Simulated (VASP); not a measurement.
Write the native input for VASP 6.6.1 that does the following.

```
Task                   : single point
Functional             : PBE
Potentials or basis    : VASP PAW PBE potentials, release 64 (Ga_d, N)
Cutoff                 : 520 eV
k mesh                 : 10 × 10 × 10
Occupations            : fermi-dirac, width 0.02 eV
Spin                   : no spin polarisation
Dipole correction      : no
Further INCAR settings : ALGO = Normal; EDIFF = 1e-07; NBANDS = 16
```

The structure of GaN lies in POSCAR:

```
GaN
1.0
    0.0224895254      2.2714420690      2.2714420690
    2.2714420690      0.0224895254      2.2714420690
    2.2714420690      2.2714420690      0.0224895254
Ga N
1 1
Direct
    0.0006617303      0.0006617303      0.0006617303
    0.2493382697      0.2493382697      0.2493382697
```

This cell differs from its parent crystal: strain along [111] +1.5%.

One way to write it, as run:

INCAR

```
PREC = Accurate ; ENCUT = 520
EDIFF = 1E-7 ; ISMEAR = -1
SIGMA = 0.02 ; LREAL = F
LASPH = T ; NELM = 80
ALGO = Normal ; ISIF = 2
LWAVE = F ; LCHARG = F
GGA = PE ; NBANDS = 16
```

KPOINTS

```
Automatic mesh
0
Gamma
  10 10 10
```

Potentials or basis: VASP PAW PBE potentials, release 64 (Ga_d, N).

Command:

```console
$ cat potpaw_PBE.64/Ga_d/POTCAR potpaw_PBE.64/N/POTCAR > POTCAR
$ mpirun -np 1 vasp_std > vasp.out
```

It gave:

* Pressure: 3.4 GPa
* Largest force: 0.010 eV/Å
* Band gap on the k mesh: 1.63 eV, direct

Caveat: the cell differs from its parent crystal (strain along [111] +1.5%).

It took 22 s on 1 thread of Intel(R) Xeon(R) Platinum 8488C (Sapphire Rapids), with other jobs on the host, peak memory 0.16 GiB.
